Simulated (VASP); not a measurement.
# InPd (Pm-3m) in VASP: notebook, part 2 of 2

VASP 6.6.1. Earlier steps stand in the parts before.

## (3) Single point, LDA

This run uses another cell than the first one, of 16.81 Å³/atom, 1.043 times its volume.

File INCAR:

```
SYSTEM = InPd
PREC = Accurate ; ENCUT = 520
EDIFF = 1E-6 ; ISMEAR = 1
SIGMA = 0.15 ; LREAL = .False.
LASPH = .True. ; NELM = 60
ALGO = Normal ; ISIF = 2
LWAVE = .False. ; LCHARG = .True.
GGA = CA ; LELF = .True.
LVHAR = .True. ; NBANDS = 18
```

File KPOINTS:

```
regular mesh
0
Gamma
  9 9 9
  0 0 0
```

File POSCAR:

```
InPd
1.0
    3.2276649171      0.0000000000      0.0000000000
    0.0000000000      3.2276649171      0.0000000000
    0.0000000000      0.0000000000      3.2276649171
In Pd
1 1
Direct
    0.0000000000      0.0000000000      0.0000000000
    0.5000000000      0.5000000000      0.5000000000
```

Potentials or basis: VASP PAW LDA potentials, release 64 (In_d, Pd).

Run with:

```bash
$ cat potpaw_LDA.64/In_d/POTCAR potpaw_LDA.64/Pd/POTCAR > POTCAR
$ mpirun -np 1 vasp_std > vasp.out
```

OUTCAR:

```text
SYSTEM = InPd
   PREC = Accurate
   ENCUT = 520
   EDIFF = 1E-6
   ISMEAR = 1
   LREAL = .False.
   LASPH = .True.
   NELM = 60
   ISIF = 2
   GGA = CA

 ion  position               nearest neighbor table
   1  0.000  0.000  0.000-   2 2.80   2 2.80   2 2.80   2 2.80   2 2.80   2 2.80   2 2.80   2 2.80

   2  0.500  0.500  0.500-   1 2.80   1 2.80   1 2.80   1 2.80   1 2.80   1 2.80   1 2.80   1 2.80

  LATTYP: Found a simple cubic cell.
 ALAT       =     3.2276649171

  Lattice vectors:

 A1 = (   3.2276649171,   0.0000000000,   0.0000000000)
 A2 = (   0.0000000000,   3.2276649171,   0.0000000000)
 A3 = (   0.0000000000,   0.0000000000,   3.2276649171)

Analysis of symmetry for initial positions (statically):
=====================================================================
 Subroutine PRICEL returns:
 Original cell was already a primitive cell.

 Routine SETGRP: Setting up the symmetry group for a
 simple cubic supercell.

 Subroutine GETGRP returns: Found 48 space group operations
 (whereof 48 operations were pure point group operations)
 out of a pool of 48 trial point group operations.

The static configuration has the point symmetry O_h .

Analysis of symmetry for dynamics (positions and initial velocities):
=====================================================================
 Subroutine PRICEL returns:
 Original cell was already a primitive cell.

 Routine SETGRP: Setting up the symmetry group for a
 simple cubic supercell.

 Subroutine GETGRP returns: Found 48 space group operations
 (whereof 48 operations were pure point group operations)
 out of a pool of 48 trial point group operations.

The dynamic configuration has the point symmetry O_h .

 Subroutine INISYM returns: Found 48 space group operations
 (whereof 48 operations are pure point group operations),
 and found     1 'primitive' translations

----------------------------------------------------------------------------------------

                                     Primitive cell

  volume of cell :      33.6252

  direct lattice vectors                    reciprocal lattice vectors
     3.227664917  0.000000000  0.000000000     0.309821504  0.000000000  0.000000000
     0.000000000  3.227664917  0.000000000     0.000000000  0.309821504  0.000000000
     0.000000000  0.000000000  3.227664917     0.000000000  0.000000000  0.309821504

  length of vectors
     3.227664917  3.227664917  3.227664917     0.309821504  0.309821504  0.309821504

  position of ions in fractional coordinates (direct lattice)
     0.000000000  0.000000000  0.000000000
     0.500000000  0.500000000  0.500000000

  ion indices of the primitive-cell ions
   primitive index   ion index
                 1           1
                 2           2

----------------------------------------------------------------------------------------

 KPOINTS: regular mesh

Automatic generation of k-mesh.
 Grid dimensions read from file:
 generate k-points for:    9    9    9

 Generating k-lattice:

  Cartesian coordinates                     Fractional coordinates (reciprocal lattice)
     0.034424612  0.000000000  0.000000000     0.111111111  0.000000000  0.000000000
     0.000000000  0.034424612  0.000000000     0.000000000  0.111111111  0.000000000
     0.000000000  0.000000000  0.034424612     0.000000000  0.000000000  0.111111111

  Length of vectors
     0.034424612  0.034424612  0.034424612

  Shift w.r.t. Gamma in fractional coordinates (k-lattice)
     0.000000000  0.000000000  0.000000000

 Subroutine IBZKPT returns following result:
 ===========================================

 Found     35 irreducible k-points:

 Following reciprocal coordinates:
            Coordinates               Weight
  0.000000  0.000000  0.000000      1.000000
  0.111111  0.000000  0.000000      6.000000
  0.222222  0.000000  0.000000      6.000000
  0.333333  0.000000  0.000000      6.000000
  0.444444  0.000000  0.000000      6.000000
  0.111111  0.111111  0.000000     12.000000
[... 16 lines left out ...]
  0.333333  0.333333  0.111111     24.000000
  0.444444  0.333333  0.111111     48.000000
 [... further k-points ...]
   k-points           NKPTS =     35   k-points in BZ     NKDIM =     35   number of bands    NBANDS=     18
   number of dos      NEDOS =    301   number of ions     NIONS =      2
   total plane-waves  NPLWV =  13824
   dimension x,y,z NGX =    24 NGY =   24 NGZ =   24
   dimension x,y,z NGXF=    48 NGYF=   48 NGZF=   48
   ions per type =               1   1
   NGX,Y,Z   is equivalent  to a cutoff of  12.36, 12.36, 12.36 a.u.
   NGXF,Y,Z  is equivalent  to a cutoff of  24.72, 24.72, 24.72 a.u.
 SYSTEM =  InPd
   PREC   = accura    normal or accurate (medium, high low for compatibility)
   ISTART =      0    job   : 0-new  1-cont  2-samecut
   ICHARG =      2    charge: 1-file 2-atom 10-const
   ISPIN  =      1    spin polarized calculation?
   LNONCOLLINEAR =      F non collinear calculations
   LSORBIT =      F    spin-orbit coupling
   LASPH  =      T    aspherical Exc in radial PAW
   ENCUT  =  520.0 eV  38.22 Ry    6.18 a.u.   6.00  6.00  6.00*2*pi/ulx,y,z
   NELM   =     60;   NELMIN=  2; NELMDL= -5     # of ELM steps
   EDIFF  = 0.1E-05   stopping-criterion for ELM
   LREAL  =      F    real-space projection
   EDIFFG = 0.1E-04   stopping-criterion for IOM
   NSW    =      0    number of steps for IOM
   IBRION =     -1    ionic relax: 0-MD 1-quasi-New 2-CG
   NFREE  =      0    steps in history (QN), initial steepest desc. (CG)
   ISIF   =      2    stress and relaxation
   ISYM   =      2    0-nonsym 1-usesym 2-fastsym
   POTIM  = 0.5000    time-step for ionic-motion
   TEBEG  =    0.0;   TEEND  =   0.0 temperature during run
   PSTRESS=    0.0 pullay stress
   NELECT =      23.0000    total number of electrons
   NUPDOWN=      -1.0000    fix difference up-down
   EMIN   =  10.00;   EMAX   =-10.00  energy-range for DOS
   EFERMI =   0.00;   METHOD = LEGACY
   ISMEAR =     1;   SIGMA  =   0.15  broadening in eV -4-tet -1-fermi 0-gaus
   EFERMI_NEDOS =   21; number of points for ismear=-14 and -15
   IALGO  =     38    algorithm
   IMIX   =      4    mixing-type and parameters
     AMIX     =   0.40;   BMIX     =  1.00
     AMIX_MAG =   1.60;   BMIX_MAG =  1.00
  volume/ion in A,a.u.               =      16.81       113.46
  Fermi-wavevector in a.u.,A,eV,Ry     =   1.442433  2.725803 28.308460  2.080613
  Thomas-Fermi vector in A             =   2.560954
   LORBIT       =      0    0 simple, 1 ext, 2 COOP (PROOUT), +10 PAW based schemes
   GGA     = CA    functional components
   LHFCALC =     F    Hartree Fock is set to
   AEXX    =    0.0000 exact exchange contribution
   IVDW    =     0    specifies the selected vdW correction
   LEPSILON=     F    determine dielectric tensor
   LRPA    =     F    only Hartree local field effects (RPA)
 non-spin polarized calculation
 Methfessel and Paxton  Order N= 1 SIGMA  =   0.15
  energy-cutoff  :      520.00
  volume of cell :       33.63
 maximum number of plane-waves:       931
   NGX = 13   NGY = 13   NGZ = 13

 number of electron      22.9999989 magnetization

 Free energy of the ion-electron system (eV)
  ---------------------------------------------------
  ext. energy  EPLUGINS =         0.00000000
  ---------------------------------------------------
  free energy    TOTEN  =       -10.78746736 eV

  energy without entropy =      -10.79038541  energy(sigma->0) =      -10.78844004

 E-fermi :  10.9530     XC(G=0): -12.7697

 val. band max:       10.8592813499   @ k =   0.3333   0.2222   0.0000
 cond. band min:      11.0334369556   @ k =   0.4444   0.4444   0.2222
 fundamental gap:      0.1741556057
 Fermi energy:        10.9530381997

 k-point     1 :       0.0000    0.0000    0.0000
  band No.  band energies     occupation
      1      -4.1157      2.00000
      2      -4.1157      2.00000
      3      -3.6514      2.00000
      4      -3.6514      2.00000
      5      -3.6514      2.00000
      6       0.4244      2.00000
[... 10 lines left out ...]
     17      21.8678      0.00000
     18      26.9986      0.00000
[... 463 lines left out ...]
 k-point    24 :       0.4444    0.3333    0.1111
  band No.  band energies     occupation
      1      -3.9815      2.00000
      2      -3.8685      2.00000
      3      -3.8188      2.00000
      4      -3.7834      2.00000
      5      -3.5188      2.00000
      6       4.3009      2.00000
[... 10 lines left out ...]
     17      22.5930      0.00000
     18      24.4677      0.00000

 [... further k-points ...]

------------------------ aborting loop because EDIFF is reached ----------------------------------------

  FORCE on cell =-STRESS in cart. coord.  units (eV):
  Direction    XX          YY          ZZ          XY          YZ          ZX
  --------------------------------------------------------------------------------------
  -------------------------------------------------------------------------------------
  Total       -0.2779226     -0.2779226     -0.2779226     -0.0000000     -0.0000000      0.0000000
  in kB      -13.2424734    -13.2424734    -13.2424734     -0.0000000     -0.0000000      0.0000000
  external PRESSURE =     -13.2424734 kB  Pullay stress =       0.0000000 kB

 VOLUME and BASIS-vectors are now :
 -----------------------------------------------------------------------------
  energy-cutoff  :      520.00
  volume of cell :       33.63
      direct lattice vectors                 reciprocal lattice vectors
     3.227664917  0.000000000  0.000000000     0.309821504  0.000000000  0.000000000
     0.000000000  3.227664917  0.000000000     0.000000000  0.309821504  0.000000000
     0.000000000  0.000000000  3.227664917     0.000000000  0.000000000  0.309821504

 POSITION                                       TOTAL-FORCE (eV/Angst)
 -----------------------------------------------------------------------------------
      0.00000      0.00000      0.00000         0.000000      0.000000      0.000000
      1.61383      1.61383      1.61383         0.000000      0.000000      0.000000
 -----------------------------------------------------------------------------------
    total drift:                                0.000000      0.000000     -0.000000

  FREE ENERGIE OF THE ION-ELECTRON SYSTEM (eV)
  ---------------------------------------------------
  free  energy   TOTEN  =       -10.7874673602 eV

  energy  without entropy=      -10.7903854083  energy(sigma->0) =      -10.78844004
```

OSZICAR:

```text
N       E                     dE             d eps       ncg     rms          rms(c)
DAV:   1     0.163337187907E+03    0.16334E+03   -0.11331E+04  1294   0.170E+03
DAV:   2    -0.181139001389E+01   -0.16515E+03   -0.15880E+03  1282   0.365E+02
DAV:   3    -0.108465560341E+02   -0.90352E+01   -0.89626E+01  1396   0.904E+01
DAV:   4    -0.110489526017E+02   -0.20240E+00   -0.20227E+00  1564   0.121E+01
DAV:   5    -0.110579996067E+02   -0.90470E-02   -0.90465E-02  1714   0.242E+00    0.747E+00
DAV:   6    -0.108443820454E+02    0.21362E+00   -0.47113E-01  1400   0.905E+00    0.349E+00
DAV:   7    -0.107987004929E+02    0.45682E-01   -0.62789E-02  1640   0.483E+00    0.161E+00
DAV:   8    -0.107886051494E+02    0.10095E-01   -0.22236E-02  1510   0.127E+00    0.425E-01
DAV:   9    -0.107875129060E+02    0.10922E-02   -0.18196E-03  1664   0.710E-01    0.990E-02
DAV:  10    -0.107874694929E+02    0.43413E-04   -0.35136E-05  1858   0.847E-02    0.422E-02
DAV:  11    -0.107874674196E+02    0.20733E-05   -0.33332E-06  1424   0.161E-02    0.116E-02
DAV:  12    -0.107874673602E+02    0.59380E-07   -0.23355E-07   720   0.443E-03
   1 F= -.10787467E+02 E0= -.10788440E+02  d E =0.291805E-02
```

stdout:

```text
POSCAR found type information on POSCAR InPd
 POSCAR found :  2 types and       2 ions
 scaLAPACK will be used
 LDA part: xc-table for (Slater(with rela. corr.)+CA(PZ))
 , standard interpolation
 POSCAR, INCAR and KPOINTS ok, starting setup
 FFT: planning ... GRIDC
 FFT: planning ... GRID_SOFT
 FFT: planning ... GRID
 WAVECAR not read
 entering main loop
```

Wall time 9 s (1 thread of Intel Xeon 6975P-C, shared host); peak memory 0.14 GiB.

What came out:

```
Free energy : -10.7875 eV
Pressure    : -1.3 GPa
```

Levels at points of the mesh, in eV from the Fermi level:
| k point | band 8 | band 9 | band 10 | band 11 | band 12 | band 13 | band 14 | band 15 |
| --- | --- | --- | --- | --- | --- | --- | --- | --- |
| (0.00, 0.00, 0.00) | -4.07 | -2.43 | -2.43 | -2.43 | 4.13 | 4.13 | 4.13 | 9.74 |

Caveat: spin-orbit coupling is left out, which moves the levels of the heavy elements.

## (4) Single point, LDA

This run uses another cell than the first one, of 17.51 Å³/atom, 1.087 times its volume.

File INCAR:

```
ALGO     = Normal         # electronic algorithm
EDIFF    = 1E-6           # SCF threshold, eV
ENCUT    = 520            # plane-wave cutoff, eV
GGA      = CA             # functional
ISIF     = 2              # what is computed and relaxed
ISMEAR   = 1              # smearing method
LASPH    = True           # aspherical terms in the spheres
LCHARG   = False          # write CHGCAR
LREAL    = False          # projectors in reciprocal space
LWAVE    = False          # write WAVECAR
NBANDS   = 18             # bands
NELM     = 80             # most SCF steps
PREC     = Accurate       # precision mode
SIGMA    = 0.15           # smearing width, eV
```

File KPOINTS:

```
k-points
0
Gamma
  9 9 9
```

File POSCAR:

```
InPd
1.0
    3.2718850000      0.0000000000      0.0000000000
    0.0000000000      3.2718850000      0.0000000000
    0.0000000000      0.0000000000      3.2718850000
In Pd
1 1
Direct
    0.0000000000      0.0000000000      0.0000000000
    0.5000000000      0.5000000000      0.5000000000
```

Run with:

```bash
$ cat potpaw_LDA.64/In_d/POTCAR potpaw_LDA.64/Pd/POTCAR > POTCAR
$ mpirun -np 1 vasp_std > vasp.out
```

It took 8 s on 1 thread of Intel Xeon 6975P-C, shared host; peak memory 0.14 GiB.

The run converged. Its results:

- Free energy: -10.7535 eV
- Pressure: -6.4 GPa

Levels at points of the mesh, in eV from the Fermi level:
| k point | band 7 | band 8 | band 9 | band 10 | band 11 | band 12 | band 13 | band 14 | band 15 | band 16 |
| --- | --- | --- | --- | --- | --- | --- | --- | --- | --- | --- |
| (0.00, 0.00, 0.00) | -3.84 | -3.84 | -2.31 | -2.31 | -2.31 | 4.10 | 4.10 | 4.10 | 9.23 | 10.67 |

Caveat: spin-orbit coupling is left out, which moves the levels of the heavy elements.

## (5) Single point, LDA

This run uses another cell than the first one, of 18.21 Å³/atom, 1.130 times its volume.

File INCAR:

```
PREC = Accurate
ENCUT = 520
EDIFF = 1E-7
ISMEAR = 1
SIGMA = 0.15
LREAL = F
LASPH = T
NELM = 80
ALGO = Normal
ISIF = 2
LWAVE = F
LCHARG = T
LELF = T
LVHAR = T
NBANDS = 18
```

File KPOINTS:

```
Automatic mesh
0
Gamma
  9 9 9
```

File POSCAR:

```
InPd
1.0
    3.3149410560      0.0000000000      0.0000000000
    0.0000000000      3.3149410560      0.0000000000
    0.0000000000      0.0000000000      3.3149410560
In Pd
1 1
Direct
    0.0000000000      0.0000000000      0.0000000000
    0.5000000000      0.5000000000      0.5000000000
```

Run with:

```bash
$ cat potpaw_LDA.64/In_d/POTCAR potpaw_LDA.64/Pd/POTCAR > POTCAR
$ mpirun -np 1 vasp_std > vasp.out
```

Wall time 17 s (1 thread of Intel Xeon 6975P-C, shared host); peak memory 0.15 GiB.

It converged, with:

```yaml
Free_energy: -10.6810 eV
Pressure: -10.2 GPa
```

Levels at points of the mesh, in eV from the Fermi level:
```tsv
k point	band 7	band 8	band 9	band 10	band 11	band 12	band 13	band 14	band 15	band 16
(0.00, 0.00, 0.00)	-3.62	-3.62	-2.19	-2.19	-2.19	4.08	4.08	4.08	8.76	10.44
```

Caveat: spin-orbit coupling is left out, which moves the levels of the heavy elements.

## (6) Single point, LDA

This run uses another cell than the first one, of 18.91 Å³/atom, 1.174 times its volume.

File INCAR:

```
SYSTEM = InPd
PREC = Accurate
ENCUT = 520
EDIFF = 1E-6
ISMEAR = 1
SIGMA = 0.15
LREAL = .False.
LASPH = .True.
NELM = 80
ALGO = Normal
ISIF = 2
LWAVE = .False.
LCHARG = .False.
NBANDS = 18
```

File KPOINTS:

```
regular mesh
0
Gamma
  9 9 9
  0 0 0
```

File POSCAR:

```
InPd
1.0
    3.3569067902      0.0000000000      0.0000000000
    0.0000000000      3.3569067902      0.0000000000
    0.0000000000      0.0000000000      3.3569067902
In Pd
1 1
Direct
    0.0000000000      0.0000000000      0.0000000000
    0.5000000000      0.5000000000      0.5000000000
```

Potentials or basis: VASP PAW LDA potentials, release 64 (In_d, Pd).

Run with:

```bash
$ cat potpaw_LDA.64/In_d/POTCAR potpaw_LDA.64/Pd/POTCAR > POTCAR
$ mpirun -np 1 vasp_std > vasp.out
```

Run time: 18 s. Hardware: 1 thread of Intel Xeon 6975P-C, shared host; peak memory 0.15 GiB.

Results (log left out):

- Free energy: -10.5794 eV
- Pressure: -13.0 GPa

Levels at points of the mesh, in eV from the Fermi level:
| k point | band 9 | band 10 | band 11 | band 12 | band 13 | band 14 |
| --- | --- | --- | --- | --- | --- | --- |
| (0.00, 0.00, 0.00) | -2.08 | -2.08 | -2.08 | 4.05 | 4.05 | 4.05 |

Caveat: spin-orbit coupling is left out, which moves the levels of the heavy elements.

## (7) Summary

| cell | gap on the mesh (eV) | pressure (GPa) |
| --- | --- | --- |
| a = 3.182 Å, 2 atoms | none | 5.6 |
| a = 3.228 Å, 2 atoms | none | -1.3 |
| a = 3.272 Å, 2 atoms | none | -6.4 |
| a = 3.315 Å, 2 atoms | none | -10.2 |
| a = 3.357 Å, 2 atoms | none | -13.0 |

Alike in all rows: task single point; level LDA; potentials or basis VASP PAW LDA potentials, release 64 (In_d, Pd); no spin polarisation; k mesh 9 × 9 × 9; cutoff (eV) 520; smearing methfessel-paxton 0.15 eV.

Caveats: spin-orbit coupling is left out, which moves the levels of the heavy elements.

Total energies depend on the potentials used, so only differences within one code and one set of settings carry meaning.
